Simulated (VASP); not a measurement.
# MgO2 (R-3m) in VASP: a series of runs

The runs below take MgO2 through single point, with r2SCAN.

All numbers are computed with VASP 6.6.1; they aren't measurements. Logs are shortened: lines on timing, memory, paths and dates and some standing lists are left out, and cuts for length are marked.

### Step 1. The cell of the first run

The structure is trigonal, space group R-3m (No. 166). Conventional cell: a = 3.210 Å, b = 3.210 Å, c = 10.325 Å, α = 90.00°, β = 90.00°, γ = 120.00°. Mg (site symmetry -3m) has 6 O at 2.10 Å within 2.8 Å. O (site symmetry 3m) has 1 O at 1.47 Å within 2.0 Å.

### Step 2. Single point, r2SCAN (strain +0.000 along x and y, -0.015 along z)

Contents of POSCAR:

```
MgO2
1.0
    1.6047610160      0.9265092046      3.4415691918
   -1.6047610160      0.9265092046      3.4415691918
    0.0000000000     -1.8530184092      3.4415691918
Mg O
1 2
Direct
    0.0000000000      0.0000000000      0.0000000000
    0.4287860000      0.4287860000      0.4287860000
    0.5712140000      0.5712140000      0.5712140000
```

Contents of INCAR.step1:

```
PREC = Accurate
ENCUT = 520
ISMEAR = 0
SIGMA = 0.05
LREAL = False
LASPH = True
NELM = 100
NBANDS = 14
GGA = PE
ALGO = Normal
EDIFF = 1E-4
LWAVE = True
LCHARG = False
```

Contents of INCAR.step2:

```
PREC = Accurate
ENCUT = 520
EDIFF = 1E-6
ISMEAR = 0
SIGMA = 0.05
LREAL = False
LASPH = True
NELM = 100
ALGO = Normal
ISIF = 2
LWAVE = False
LCHARG = False
METAGGA = R2SCAN
LMIXTAU = True
NBANDS = 14
ISTART = 1
```

Contents of KPOINTS:

```
regular mesh
0
Gamma
  12 12 12
```

Potentials or basis: VASP PAW PBE potentials, release 64 (Mg, O).

Run with:

```
> cat potpaw_PBE.64/Mg/POTCAR potpaw_PBE.64/O/POTCAR > POTCAR
> cp INCAR.step1 INCAR
> mpirun -np 1 vasp_std > vasp.out
> cp INCAR.step2 INCAR
> mpirun -np 1 vasp_std > vasp.out
```

OUTCAR:

```text
PREC = Accurate
   ENCUT = 520
   EDIFF = 1E-6
   ISMEAR = 0
   LREAL = False
   LASPH = True
   NELM = 100
   ISIF = 2
   METAGGA = R2SCAN
   ISTART = 1

 ion  position               nearest neighbor table
   1  0.000  0.000  0.000-   3 2.10   3 2.10   2 2.10   2 2.10   3 2.10   2 2.10
   2  0.429  0.429  0.429-   3 1.47   1 2.10   1 2.10   1 2.10
   3  0.571  0.571  0.571-   2 1.47   1 2.10   1 2.10   1 2.10

  LATTYP: Found a trigonal (rhomboedric) cell.
 ALAT       =     3.9087179134
 COS(alpha) =     0.6628819015

  Lattice vectors:

 A1 = (   1.6047610160,   0.9265092046,   3.4415691918)
 A2 = (  -1.6047610160,   0.9265092046,   3.4415691918)
 A3 = (   0.0000000000,  -1.8530184092,   3.4415691918)

Analysis of symmetry for initial positions (statically):
=====================================================================
 Subroutine PRICEL returns:
 Original cell was already a primitive cell.

 Routine SETGRP: Setting up the symmetry group for a
 trigonal (rhombohedral) supercell.

 Subroutine GETGRP returns: Found 12 space group operations
 (whereof 12 operations were pure point group operations)
 out of a pool of 12 trial point group operations.

The static configuration has the point symmetry D_3d.

Analysis of symmetry for dynamics (positions and initial velocities):
=====================================================================
 Subroutine PRICEL returns:
 Original cell was already a primitive cell.

 Routine SETGRP: Setting up the symmetry group for a
 trigonal (rhombohedral) supercell.

 Subroutine GETGRP returns: Found 12 space group operations
 (whereof 12 operations were pure point group operations)
 out of a pool of 12 trial point group operations.

The dynamic configuration has the point symmetry D_3d.

 Subroutine INISYM returns: Found 12 space group operations
 (whereof 12 operations are pure point group operations),
 and found     1 'primitive' translations

----------------------------------------------------------------------------------------

                                     Primitive cell

  volume of cell :      30.7021

  direct lattice vectors                    reciprocal lattice vectors
     1.604761016  0.926509205  3.441569192     0.311572873  0.179886682  0.096855043
    -1.604761016  0.926509205  3.441569192    -0.311572873  0.179886682  0.096855043
     0.000000000 -1.853018409  3.441569192     0.000000000 -0.359773364  0.096855043

  length of vectors
     3.908717913  3.908717913  3.908717913     0.372582572  0.372582572  0.372582572

  position of ions in fractional coordinates (direct lattice)
     0.000000000  0.000000000  0.000000000
     0.428786000  0.428786000  0.428786000
     0.571214000  0.571214000  0.571214000

  ion indices of the primitive-cell ions
   primitive index   ion index
                 1           1
                 2           2
                 3           3

----------------------------------------------------------------------------------------

 KPOINTS: regular mesh

Automatic generation of k-mesh.
 Grid dimensions read from file:
 generate k-points for:   12   12   12

 Generating k-lattice:

  Cartesian coordinates                     Fractional coordinates (reciprocal lattice)
     0.025964406  0.014990557  0.008071254     0.083333333  0.000000000  0.000000000
    -0.025964406  0.014990557  0.008071254     0.000000000  0.083333333  0.000000000
     0.000000000 -0.029981114  0.008071254     0.000000000  0.000000000  0.083333333

  Length of vectors
     0.031048548  0.031048548  0.031048548

  Shift w.r.t. Gamma in fractional coordinates (k-lattice)
     0.000000000  0.000000000  0.000000000

 Subroutine IBZKPT returns following result:
 ===========================================

 Found    189 irreducible k-points:

 Following reciprocal coordinates:
            Coordinates               Weight
  0.000000  0.000000  0.000000      1.000000
  0.083333 -0.000000 -0.000000      6.000000
  0.166667 -0.000000  0.000000      6.000000
  0.250000  0.000000  0.000000      6.000000
  0.333333  0.000000  0.000000      6.000000
  0.416667  0.000000  0.000000      6.000000
[... 16 lines left out ...]
  0.500000  0.166667  0.000000     12.000000
 -0.416667  0.166667 -0.000000     12.000000
 [... further k-points ...]
   k-points           NKPTS =    189   k-points in BZ     NKDIM =    189   number of bands    NBANDS=     14
   number of dos      NEDOS =    301   number of ions     NIONS =      3
   total plane-waves  NPLWV =  27000
   dimension x,y,z NGX =    30 NGY =   30 NGZ =   30
   dimension x,y,z NGXF=    60 NGYF=   60 NGZF=   60
   ions per type =               1   2
   NGX,Y,Z   is equivalent  to a cutoff of  12.76, 12.76, 12.76 a.u.
   NGXF,Y,Z  is equivalent  to a cutoff of  25.52, 25.52, 25.52 a.u.
 SYSTEM =  unknown system
   PREC   = accura    normal or accurate (medium, high low for compatibility)
   ISTART =      1    job   : 0-new  1-cont  2-samecut
   ICHARG =      0    charge: 1-file 2-atom 10-const
   ISPIN  =      1    spin polarized calculation?
   LNONCOLLINEAR =      F non collinear calculations
   LSORBIT =      F    spin-orbit coupling
   LASPH  =      T    aspherical Exc in radial PAW
   ENCUT  =  520.0 eV  38.22 Ry    6.18 a.u.   7.27  7.27  7.27*2*pi/ulx,y,z
   NELM   =    100;   NELMIN=  2; NELMDL=  0     # of ELM steps
   EDIFF  = 0.1E-05   stopping-criterion for ELM
   LREAL  =      F    real-space projection
   EDIFFG = 0.1E-04   stopping-criterion for IOM
   NSW    =      0    number of steps for IOM
   IBRION =     -1    ionic relax: 0-MD 1-quasi-New 2-CG
   NFREE  =      0    steps in history (QN), initial steepest desc. (CG)
   ISIF   =      2    stress and relaxation
   ISYM   =      2    0-nonsym 1-usesym 2-fastsym
   POTIM  = 0.5000    time-step for ionic-motion
   TEBEG  =    0.0;   TEEND  =   0.0 temperature during run
   PSTRESS=    0.0 pullay stress
   NELECT =      14.0000    total number of electrons
   NUPDOWN=      -1.0000    fix difference up-down
   EMIN   =  10.00;   EMAX   =-10.00  energy-range for DOS
   EFERMI =   0.00;   METHOD = LEGACY
   ISMEAR =     0;   SIGMA  =   0.05  broadening in eV -4-tet -1-fermi 0-gaus
   EFERMI_NEDOS =   21; number of points for ismear=-14 and -15
   IALGO  =     38    algorithm
   IMIX   =      4    mixing-type and parameters
     AMIX     =   0.40;   BMIX     =  1.00
     AMIX_MAG =   1.60;   BMIX_MAG =  1.00
  volume/ion in A,a.u.               =      10.23        69.06
  Fermi-wavevector in a.u.,A,eV,Ry     =   1.260071  2.381188 21.603031  1.587778
  Thomas-Fermi vector in A             =   2.393599
   LORBIT       =      0    0 simple, 1 ext, 2 COOP (PROOUT), +10 PAW based schemes
   METAGGA = R2SCAN    functional components
   LHFCALC =     F    Hartree Fock is set to
   AEXX    =    0.0000 exact exchange contribution
   IVDW    =     0    specifies the selected vdW correction
   LEPSILON=     F    determine dielectric tensor
   LRPA    =     F    only Hartree local field effects (RPA)
 non-spin polarized calculation
 Gauss-broadening in eV      SIGMA  =   0.05
  energy-cutoff  :      520.00
  volume of cell :       30.70
 maximum number of plane-waves:       840
 NGX is ok and might be reduce to    30
   NGX = 15   NGY = 15   NGZ = 15

 number of electron      14.0000001 magnetization

 Free energy of the ion-electron system (eV)
  ---------------------------------------------------
  ext. energy  EPLUGINS =         0.00000000
  ---------------------------------------------------
  free energy    TOTEN  =       -21.55350999 eV

  energy without entropy =      -21.55350999  energy(sigma->0) =      -21.55350999

 E-fermi :   2.7412     XC(G=0): -10.8169

 val. band max:        2.4454616099   @ k =   0.5000   0.5000   0.5000
 cond. band min:       5.6890433756   @ k =   0.5000   0.5000   0.5000
 fundamental gap:      3.2435817656
 Fermi energy:         2.7411679375

 k-point     1 :       0.0000    0.0000    0.0000
  band No.  band energies     occupation
      1     -20.1649      2.00000
      2     -12.9215      2.00000
      3      -5.2925      2.00000
      4      -1.1868      2.00000
      5      -1.1868      2.00000
      6       1.5770      2.00000
      7       1.5770      2.00000
      8       7.6278      0.00000
      9       8.2869      0.00000
     10      15.8078      0.00000
     11      17.9062      0.00000
     12      18.1034      0.00000
     13      18.1034      0.00000
     14      20.1768      0.00000

 k-point     2 :       0.0833   -0.0000   -0.0000
  band No.  band energies     occupation
      1     -20.1344      2.00000
      2     -12.9433      2.00000
      3      -5.2434      2.00000
      4      -1.3776      2.00000
      5      -1.2101      2.00000
      6       1.5356      2.00000
      7       1.5457      2.00000
      8       7.8277      0.00000
      9       8.3562      0.00000
     10      15.8344      0.00000
     11      17.3395      0.00000
     12      18.0168      0.00000
     13      18.3005      0.00000
     14      19.8570      0.00000

 k-point     3 :       0.1667   -0.0000    0.0000
  band No.  band energies     occupation
      1     -20.0496      2.00000
      2     -13.0029      2.00000
      3      -5.1079      2.00000
      4      -1.8681      2.00000
      5      -1.2728      2.00000
      6       1.4425      2.00000
      7       1.4610      2.00000
      8       8.0451      0.00000
      9       8.8269      0.00000
     10      15.8664      0.00000
     11      16.1463      0.00000
     12      18.2771      0.00000
     13      18.8775      0.00000
     14      19.1527      0.00000

 k-point     4 :       0.2500    0.0000    0.0000
  band No.  band energies     occupation
      1     -19.9304      2.00000
      2     -13.0846      2.00000
      3      -4.9152      2.00000
      4      -2.4913      2.00000
      5      -1.3562      2.00000
      6       1.3472      2.00000
      7       1.3613      2.00000
      8       7.9920      0.00000
      9       9.7421      0.00000
     10      15.0009      0.00000
     11      16.0448      0.00000
     12      18.2313      0.00000
     13      18.7774      0.00000
     14      19.7820      0.00000

 k-point     5 :       0.3333    0.0000    0.0000
  band No.  band energies     occupation
      1     -19.8067      2.00000
      2     -13.1670      2.00000
      3      -4.6931      2.00000
      4      -3.1022      2.00000
      5      -1.4371      2.00000
      6       1.2355      2.00000
      7       1.3327      2.00000
      8       7.8319      0.00000
      9      10.7179      0.00000
     10      14.2131      0.00000
     11      16.1012      0.00000
[... 276 lines left out ...]
 k-point    22 :       0.4167    0.1667   -0.0000
  band No.  band energies     occupation
      1     -19.7163      2.00000
      2     -13.3656      2.00000
      3      -4.2619      2.00000
      4      -3.2107      2.00000
      5      -1.7626      2.00000
      6       0.8977      2.00000
      7       1.6976      2.00000
      8       7.4884      0.00000
      9      11.5550      0.00000
     10      13.6815      0.00000
     11      15.6160      0.00000
     12      18.0968      0.00000
     13      19.0967      0.00000
     14      20.5866      0.00000

 k-point    23 :       0.5000    0.1667    0.0000
  band No.  band energies     occupation
      1     -19.6505      2.00000
      2     -13.3599      2.00000
      3      -4.1410      2.00000
      4      -3.5702      2.00000
      5      -1.8534      2.00000
      6       0.9004      2.00000
      7       1.5230      2.00000
      8       7.4766      0.00000
      9      12.4069      0.00000
     10      13.3045      0.00000
     11      15.9117      0.00000
     12      18.1292      0.00000
     13      18.6373      0.00000
     14      20.7160      0.00000

 k-point    24 :      -0.4167    0.1667   -0.0000
  band No.  band energies     occupation
      1     -19.6409      2.00000
      2     -13.3056      2.00000
      3      -4.3405      2.00000
      4      -3.4707      2.00000
      5      -1.9060      2.00000
      6       0.9586      2.00000
      7       1.3157      2.00000
      8       7.5711      0.00000
      9      12.4720      0.00000
     10      13.5075      0.00000
     11      16.1984      0.00000
     12      18.0702      0.00000
     13      18.4249      0.00000
     14      20.7024      0.00000

 [... further k-points ...]

------------------------ aborting loop because EDIFF is reached ----------------------------------------

  FORCE on cell =-STRESS in cart. coord.  units (eV):
  Direction    XX          YY          ZZ          XY          YZ          ZX
  --------------------------------------------------------------------------------------
  -------------------------------------------------------------------------------------
  Total       -1.0981198     -1.0981198      0.5208831      0.0000000      0.0000000      0.0000000
  in kB      -57.3049881    -57.3049881     27.1820995      0.0000000      0.0000000      0.0000000
  external PRESSURE =     -29.1426256 kB  Pullay stress =       0.0000000 kB

 VOLUME and BASIS-vectors are now :
 -----------------------------------------------------------------------------
  energy-cutoff  :      520.00
  volume of cell :       30.70
      direct lattice vectors                 reciprocal lattice vectors
     1.604761016  0.926509205  3.441569192     0.311572873  0.179886682  0.096855043
    -1.604761016  0.926509205  3.441569192    -0.311572873  0.179886682  0.096855043
     0.000000000 -1.853018409  3.441569192     0.000000000 -0.359773364  0.096855043

 POSITION                                       TOTAL-FORCE (eV/Angst)
 -----------------------------------------------------------------------------------
      0.00000      0.00000      0.00000         0.000000     -0.000000     -0.000000
      0.00000      0.00000      4.42709         0.000000      0.000000     -0.505192
      0.00000      0.00000      5.89762         0.000000     -0.000000      0.505192
 -----------------------------------------------------------------------------------
    total drift:                                0.000000     -0.000000      0.000000

  FREE ENERGIE OF THE ION-ELECTRON SYSTEM (eV)
  ---------------------------------------------------
  free  energy   TOTEN  =       -21.5535099927 eV

  energy  without entropy=      -21.5535099927  energy(sigma->0) =      -21.55350999
```

Run time: 5.5 min. Hardware: 1 thread of Intel Xeon Platinum 8259CL at 2.50GHz (Skylake/Cascade Lake), shared host; peak memory 0.23 GiB.

Results:

```yaml
Free_energy: -21.5535 eV
Pressure: -2.9 GPa
Largest_force: 0.505 eV/Å
Band_gap_on_the_k_mesh: 3.24 eV
```

Forces in eV/Å, atoms in the order of the input:
```
Mg   0.000  0.000  0.000
O    0.000  0.000 -0.505
O    0.000  0.000  0.505
```

Caveat: the cell differs from its parent crystal (strain +0.000 along x and y, -0.015 along z); the PAW data sets were made with another functional, which shifts forces and pressure a little.

(Continued in part 2 of 3.)
